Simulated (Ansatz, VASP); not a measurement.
**Al2Cu: VASP beside Ansatz**

```
CELL_PARAMETERS angstrom
4.08670 0.00135 -0.01002
0.00135 4.10256 0.01784
-0.00706 0.01256 2.90854
ATOMIC_POSITIONS crystal
Al 0.46876 0.01180 0.47665
Al 0.02139 0.50743 0.42700
Cu 0.02514 0.03529 0.01816
```

Change from the starting cell: kmesh displaced: [2, 2, 4] Gamma-centred.

Alike in both runs: task single point; functional r2SCAN; k mesh 2 × 2 × 4; occupations gaussian, width 0.1 eV; no spin polarisation.

|  | VASP | Ansatz |
| --- | --- | --- |
| version | VASP 6.6.1 | Ansatz 0.2.0 |
| potentials or method | VASP PAW PBE potentials, release 64 (Al, Cu), cutoff 520 eV | scalar-relativistic, plane waves, PAW |
| valence electrons in the cell | 17 | 25 |

```tsv
	VASP	Ansatz	Ansatz less VASP
gap on the k mesh at the Fermi level (eV)	none	none	-
pressure (GPa)	5.4	5.5	+0.17
traceless stress, the component that is largest in VASP (GPa)	3.83	3.79	-0.041
rms of the force components (eV/Å)	1.211	1.209	-0.0017
```

VASP's potentials were made for PBE, not for r2SCAN. Atom by atom the forces differ by 0.003 eV/Å (rms over components). A gap of «none» marks a metal or a gap that the smearing closes. VASP's potentials hold 17 valence electrons a cell and Ansatz's 25, so a difference there can come from the potentials and not from the codes.

The k mesh is coarse, so the values compare programs but aren't converged.
